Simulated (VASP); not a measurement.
# Al6H in VASP: a series of runs

Al6H is run at these levels: PBE; tasks: single point.

Everything below comes from runs of VASP 6.6.1. Logs are shortened: lines on timing, memory, paths and dates and some standing lists are left out, and cuts for length are marked.

### 1 The cell of the first run

The cell holds a slab with vacuum, 14 atoms: a = 5.714 Å, b = 5.714 Å, c = 22.602 Å, α = 90.00°, β = 90.00°, γ = 120.00°.

### 2 Single point, PBE

The input, INCAR:

```
SYSTEM = Al6H
PREC = Accurate
ENCUT = 520
EDIFF = 1E-6
ISMEAR = 0
SIGMA = 0.1
LREAL = .FALSE.
LASPH = .TRUE.
NELM = 80
ALGO = Normal
ISIF = 2
LWAVE = .FALSE.
LCHARG = .FALSE.
LDIPOL = .TRUE.
IDIPOL = 3
DIPOL = 0.5 0.5 0.300
GGA = PE
NBANDS = 32
```

The input, KPOINTS:

```
regular mesh
0
G
  6 6 1
  0 0 0
```

The input, POSCAR:

```
Al6H
1.0
    5.7143028096      0.0000000000      0.0000000000
   -2.8571514048      4.9487313980      0.0000000000
    0.0000000000      0.0000000000     22.6016424636
Al H
12 2
Direct
    0.3333333333      0.1666666667      0.1769782885
    0.3333333333      0.6666666667      0.1769782885
    0.8333333333      0.1666666667      0.1769782885
    0.8333333333      0.6666666667      0.1769782885
    0.1666666667      0.3333333333      0.2787817904
    0.1666666667      0.8333333333      0.2787817904
    0.6666666667      0.3333333333      0.2787817904
    0.6666666667      0.8333333333      0.2787817904
    0.0000000000      0.0000000000      0.3805759903
    0.0000000000      0.5000000000      0.3805759903
    0.5000000000      0.0000000000      0.3805759903
    0.5000000000      0.5000000000      0.3805759903
    0.1903382450      0.3806764901      0.4288025739
    0.3096617550      0.6193235099      0.4288025739
```

Potentials or basis: VASP PAW PBE potentials, release 64 (Al, H).

On the command line:

```bash
$ cat potpaw_PBE.64/Al/POTCAR potpaw_PBE.64/H/POTCAR > POTCAR
$ mpirun -np 1 vasp_std > vasp.out
```

OUTCAR:

```text
SYSTEM = Al6H
   PREC = Accurate
   ENCUT = 520
   EDIFF = 1E-6
   ISMEAR = 0
   LREAL = .FALSE.
   LASPH = .TRUE.
   NELM = 80
   ISIF = 2
   GGA = PE

 ion  position               nearest neighbor table
   1  0.333  0.167  0.177-   5 2.83   6 2.83   7 2.83   4 2.86   2 2.86   2 2.86   4 2.86   3 2.86
                             3 2.86
   2  0.333  0.667  0.177-   6 2.83   5 2.83   8 2.83   3 2.86   1 2.86   1 2.86   3 2.86   4 2.86
                             4 2.86
   3  0.833  0.167  0.177-   7 2.83   8 2.83   5 2.83   4 2.86   2 2.86   4 2.86   2 2.86   1 2.86
                             1 2.86
   4  0.833  0.667  0.177-   8 2.83   7 2.83   6 2.83   3 2.86   1 2.86   3 2.86   1 2.86   2 2.86
                             2 2.86
   5  0.167  0.333  0.279-   9 2.83  12 2.83  10 2.83   1 2.83   2 2.83   3 2.83   8 2.86   6 2.86
                             6 2.86   8 2.86   7 2.86   7 2.86
   6  0.167  0.833  0.279-  10 2.83  11 2.83   9 2.83   2 2.83   1 2.83   4 2.83   7 2.86   5 2.86
                             5 2.86   7 2.86   8 2.86   8 2.86
   7  0.667  0.333  0.279-  11 2.83  10 2.83  12 2.83   3 2.83   4 2.83   1 2.83   8 2.86   6 2.86
                             8 2.86   6 2.86   5 2.86   5 2.86
   8  0.667  0.833  0.279-  12 2.83   9 2.83  11 2.83   4 2.83   3 2.83   2 2.83   7 2.86   5 2.86
                             7 2.86   5 2.86   6 2.86   6 2.86
   9  0.000  0.000  0.381-   5 2.83   8 2.83   6 2.83  10 2.86  12 2.86  10 2.86  12 2.86  11 2.86
                            11 2.86
  10  0.000  0.500  0.381-  13 1.89  14 1.89   6 2.83   7 2.83   5 2.83   9 2.86  11 2.86   9 2.86
                            11 2.86  12 2.86  12 2.86
  11  0.500  0.000  0.381-   7 2.83   6 2.83   8 2.83  10 2.86  12 2.86  12 2.86  10 2.86   9 2.86
                             9 2.86
  12  0.500  0.500  0.381-  14 1.89  13 1.89   8 2.83   5 2.83   7 2.83   9 2.86  11 2.86  11 2.86
                             9 2.86  10 2.86  10 2.86
  13  0.190  0.381  0.429-  10 1.89  12 1.89
  14  0.310  0.619  0.429-  12 1.89  10 1.89

  LATTYP: Found a hexagonal cell.
 ALAT       =     5.7143028096
 C/A-ratio  =     3.9552755982

  Lattice vectors:

 A1 = (   5.7143028096,   0.0000000000,   0.0000000000)
 A2 = (  -2.8571514048,   4.9487313980,   0.0000000000)
 A3 = (   0.0000000000,   0.0000000000,  22.6016424636)

Analysis of symmetry for initial positions (statically):
=====================================================================
 Subroutine PRICEL returns:
 Original cell was already a primitive cell.

 Routine SETGRP: Setting up the symmetry group for a
 hexagonal supercell.

 Subroutine GETGRP returns: Found  2 space group operations
 (whereof  2 operations were pure point group operations)
 out of a pool of 24 trial point group operations.

The static configuration has the point symmetry C_1h.

Analysis of symmetry for dynamics (positions and initial velocities):
=====================================================================
 Subroutine PRICEL returns:
 Original cell was already a primitive cell.

 Routine SETGRP: Setting up the symmetry group for a
 hexagonal supercell.

 Subroutine GETGRP returns: Found  2 space group operations
 (whereof  2 operations were pure point group operations)
 out of a pool of 24 trial point group operations.

The dynamic configuration has the point symmetry C_1h.

 Subroutine INISYM returns: Found  2 space group operations
 (whereof  2 operations are pure point group operations),
 and found     1 'primitive' translations

----------------------------------------------------------------------------------------

                                     Primitive cell

  volume of cell :     639.1417

  direct lattice vectors                    reciprocal lattice vectors
     5.714302810  0.000000000  0.000000000     0.174999476  0.101035995  0.000000000
    -2.857151405  4.948731398  0.000000000     0.000000000  0.202071990  0.000000000
     0.000000000  0.000000000 22.601642464     0.000000000  0.000000000  0.044244572

  length of vectors
     5.714302810  5.714302810 22.601642464     0.202071990  0.202071990  0.044244572

  position of ions in fractional coordinates (direct lattice)
     0.333333333  0.166666667  0.176978289
     0.333333333  0.666666667  0.176978289
     0.833333333  0.166666667  0.176978289
     0.833333333  0.666666667  0.176978289
     0.166666667  0.333333333  0.278781790
     0.166666667  0.833333333  0.278781790
     0.666666667  0.333333333  0.278781790
     0.666666667  0.833333333  0.278781790
     0.000000000  0.000000000  0.380575990
     0.000000000  0.500000000  0.380575990
     0.500000000  0.000000000  0.380575990
     0.500000000  0.500000000  0.380575990
     0.190338245  0.380676490  0.428802574
     0.309661755  0.619323510  0.428802574

  ion indices of the primitive-cell ions
   primitive index   ion index
                 1           1
                 2           2
                 3           3
                 4           4
                 5           5
                 6           6
                 7           7
                 8           8
                 9           9
                10          10
                11          11
                12          12
                13          13
                14          14

----------------------------------------------------------------------------------------

 KPOINTS: regular mesh

Automatic generation of k-mesh.
 Grid dimensions read from file:
 generate k-points for:    6    6    1

 Generating k-lattice:

  Cartesian coordinates                     Fractional coordinates (reciprocal lattice)
     0.029166579  0.016839332  0.000000000     0.166666667 -0.000000000  0.000000000
     0.000000000  0.033678665  0.000000000     0.000000000  0.166666667  0.000000000
     0.000000000  0.000000000  0.044244572     0.000000000  0.000000000  1.000000000

  Length of vectors
     0.033678665  0.033678665  0.044244572

  Shift w.r.t. Gamma in fractional coordinates (k-lattice)
     0.000000000  0.000000000  0.000000000

 Subroutine IBZKPT returns following result:
 ===========================================

 Found     13 irreducible k-points:

 Following reciprocal coordinates:
            Coordinates               Weight
  0.000000  0.000000  0.000000      1.000000
  0.166667  0.000000  0.000000      4.000000
  0.000000  0.166667  0.000000      2.000000
  0.333333 -0.000000  0.000000      4.000000
  0.000000  0.333333  0.000000      2.000000
  0.500000  0.000000  0.000000      2.000000
  0.000000  0.500000  0.000000      1.000000
  0.166667  0.166667  0.000000      4.000000
 -0.333333  0.166667  0.000000      2.000000
  0.333333  0.166667  0.000000      4.000000
 -0.166667  0.500000  0.000000      4.000000
  0.500000  0.333333  0.000000      4.000000
  0.333333  0.333333  0.000000      2.000000
   k-points           NKPTS =     13   k-points in BZ     NKDIM =     13   number of bands    NBANDS=     32
   number of dos      NEDOS =    301   number of ions     NIONS =     14
   total plane-waves  NPLWV = 296352
   dimension x,y,z NGX =    42 NGY =   42 NGZ =  168
   dimension x,y,z NGXF=    84 NGYF=   84 NGZF=  336
   ions per type =              12   2
   NGX,Y,Z   is equivalent  to a cutoff of  12.22, 12.22, 12.36 a.u.
   NGXF,Y,Z  is equivalent  to a cutoff of  24.44, 24.44, 24.71 a.u.
 SYSTEM =  Al6H
   PREC   = accura    normal or accurate (medium, high low for compatibility)
   ISTART =      0    job   : 0-new  1-cont  2-samecut
   ICHARG =      2    charge: 1-file 2-atom 10-const
   ISPIN  =      1    spin polarized calculation?
   LNONCOLLINEAR =      F non collinear calculations
   LSORBIT =      F    spin-orbit coupling
   LASPH  =      T    aspherical Exc in radial PAW
   ENCUT  =  520.0 eV  38.22 Ry    6.18 a.u.  10.62 10.62 42.02*2*pi/ulx,y,z
   NELM   =     80;   NELMIN=  2; NELMDL= -5     # of ELM steps
   EDIFF  = 0.1E-05   stopping-criterion for ELM
   LREAL  =      F    real-space projection
   EDIFFG = 0.1E-04   stopping-criterion for IOM
   NSW    =      0    number of steps for IOM
   IBRION =     -1    ionic relax: 0-MD 1-quasi-New 2-CG
   NFREE  =      0    steps in history (QN), initial steepest desc. (CG)
   ISIF   =      2    stress and relaxation
   ISYM   =      2    0-nonsym 1-usesym 2-fastsym
   POTIM  = 0.5000    time-step for ionic-motion
   TEBEG  =    0.0;   TEEND  =   0.0 temperature during run
   PSTRESS=    0.0 pullay stress
   NELECT =      38.0000    total number of electrons
   NUPDOWN=      -1.0000    fix difference up-down
   EMIN   =  10.00;   EMAX   =-10.00  energy-range for DOS
   EFERMI =   0.00;   METHOD = LEGACY
   ISMEAR =     0;   SIGMA  =   0.10  broadening in eV -4-tet -1-fermi 0-gaus
   EFERMI_NEDOS =   21; number of points for ismear=-14 and -15
   IALGO  =     38    algorithm
   IMIX   =      4    mixing-type and parameters
     AMIX     =   0.40;   BMIX     =  1.00
     AMIX_MAG =   1.60;   BMIX_MAG =  1.00
  volume/ion in A,a.u.               =      45.65       308.08
  Fermi-wavevector in a.u.,A,eV,Ry     =   0.638955  1.207450  5.554763  0.408264
  Thomas-Fermi vector in A             =   1.704469
   LORBIT       =      0    0 simple, 1 ext, 2 COOP (PROOUT), +10 PAW based schemes
   GGA     = PE    functional components
   LHFCALC =     F    Hartree Fock is set to
   AEXX    =    0.0000 exact exchange contribution
   IVDW    =     0    specifies the selected vdW correction
   LEPSILON=     F    determine dielectric tensor
   LRPA    =     F    only Hartree local field effects (RPA)
 non-spin polarized calculation
 Gauss-broadening in eV      SIGMA  =   0.10
  energy-cutoff  :      520.00
  volume of cell :      639.14
 maximum number of plane-waves:     17305
   NGX = 21   NGY = 21   NGZ = 85

 dipolmoment           0.000000      0.000000      0.031330 electrons x Angstroem

 number of electron      37.9999998 magnetization

 dipolmoment           0.000000      0.000000     -0.017739 electrons x Angstroem

 Free energy of the ion-electron system (eV)
  ---------------------------------------------------
  ext. energy  EPLUGINS =         0.00000000
  ---------------------------------------------------
  free energy    TOTEN  =       -47.51405473 eV

  energy without entropy =      -47.47947427  energy(sigma->0) =      -47.49676450

 E-fermi :  -0.0166     XC(G=0):  -4.0117

 val. band max:       -0.0861140795   @ k =   0.5000   0.0000   0.0000
 cond. band min:      -0.0112021256   @ k =   0.0000   0.5000   0.0000
 fundamental gap:      0.0749119539
 Fermi energy:        -0.0165680550

 k-point     1 :       0.0000    0.0000    0.0000
  band No.  band energies     occupation
      1     -11.0578      2.00000
      2      -9.9466      2.00000
      3      -7.9979      2.00000
      4      -5.6330      2.00000
      5      -5.1000      2.00000
      6      -4.8707      2.00000
[... 23 lines left out ...]
     30       2.6484      0.00000
     31       3.5559      0.00000
[... 376 lines left out ...]
  band No.  band energies     occupation
      1     -10.1561      2.00000
      2      -8.7605      2.00000
      3      -8.7238      2.00000
      4      -8.3412      2.00000
      5      -7.1555      2.00000
      6      -7.0480      2.00000
[... 23 lines left out ...]
     30       3.1672      0.00000
     31       3.2354      0.00000
 [bands above 31 left out]

------------------------ aborting loop because EDIFF is reached ----------------------------------------

 vacuum level on the upper side and lower side of the slab       (xc-potential included)        -0.078         0.038

  FORCE on cell =-STRESS in cart. coord.  units (eV):
  Direction    XX          YY          ZZ          XY          YZ          ZX
  --------------------------------------------------------------------------------------
  -------------------------------------------------------------------------------------
  Total       -0.5752133     -3.2020438      1.1689697      0.0000000     -0.3181773      0.0000000
  in kB       -1.4419239     -8.0267680      2.9303311      0.0000000     -0.7975954      0.0000000
  external PRESSURE =      -2.1794536 kB  Pullay stress =       0.0000000 kB

 VOLUME and BASIS-vectors are now :
 -----------------------------------------------------------------------------
  energy-cutoff  :      520.00
  volume of cell :      639.14
      direct lattice vectors                 reciprocal lattice vectors
     5.714302810  0.000000000  0.000000000     0.174999476  0.101035995  0.000000000
    -2.857151405  4.948731398  0.000000000     0.000000000  0.202071990  0.000000000
     0.000000000  0.000000000 22.601642464     0.000000000  0.000000000  0.044244572

 POSITION                                       TOTAL-FORCE (eV/Angst)
 -----------------------------------------------------------------------------------
      1.42858      0.82479      4.00000         0.037380     -0.091561     -0.098244
     -0.00000      3.29915      4.00000         0.000000      0.037913      0.013174
      4.28573      0.82479      4.00000        -0.037380     -0.091561     -0.098244
      2.85715      3.29915      4.00000         0.000000      0.099436     -0.126556
      0.00000      1.64958      6.30093         0.000000      0.111965      0.288291
     -1.42858      4.12394      6.30093        -0.061027      0.005371      0.010507
      2.85715      1.64958      6.30093         0.000000      0.054539     -0.078557
      1.42858      4.12394      6.30093         0.061027      0.005371      0.010507
      0.00000      0.00000      8.60164        -0.000000      0.056741      0.128969
     -1.42858      2.47437      8.60164        -0.681853     -0.070937     -0.201865
      2.85715      0.00000      8.60164        -0.000000      0.064787      0.073939
      1.42858      2.47437      8.60164         0.681853     -0.070937     -0.201865
     -0.00000      1.88387      9.69164         0.000000     -0.758658      0.296864
      0.00000      3.06487      9.69164        -0.000000      0.647530     -0.016921
 -----------------------------------------------------------------------------------
    total drift:                               -0.000000      0.000102      0.000245

  FREE ENERGIE OF THE ION-ELECTRON SYSTEM (eV)
  ---------------------------------------------------
  free  energy   TOTEN  =       -47.5140547325 eV

  energy  without entropy=      -47.4794742724  energy(sigma->0) =      -47.49676450

 vacuum level on the upper side and lower side of the slab         3.696         3.814
```

Run time: 15 min. Hardware: 1 thread of Intel Xeon 8259CL, shared host; peak memory 0.7 GiB.

Results:

```yaml
Free_energy: -47.5141 eV
Largest_force: 0.815 eV/Å
Band_gap_on_the_k_mesh: zero (bands 19 and 20 overlap by 1.07 eV)
```

Forces in eV/Å, atoms in the order of the input:
```
Al   0.037 -0.092 -0.098
Al   0.000  0.038  0.013
Al  -0.037 -0.092 -0.098
Al   0.000  0.099 -0.127
Al   0.000  0.112  0.288
Al  -0.061  0.005  0.011
Al   0.000  0.055 -0.079
Al   0.061  0.005  0.011
Al   0.000  0.057  0.129
Al  -0.682 -0.071 -0.202
Al   0.000  0.065  0.074
Al   0.682 -0.071 -0.202
H    0.000 -0.759  0.297
H    0.000  0.648 -0.017
```

(Part 1 of 2 ends here.)

The gap in the log of VASP goes by the Fermi energy; the results here count the filled bands.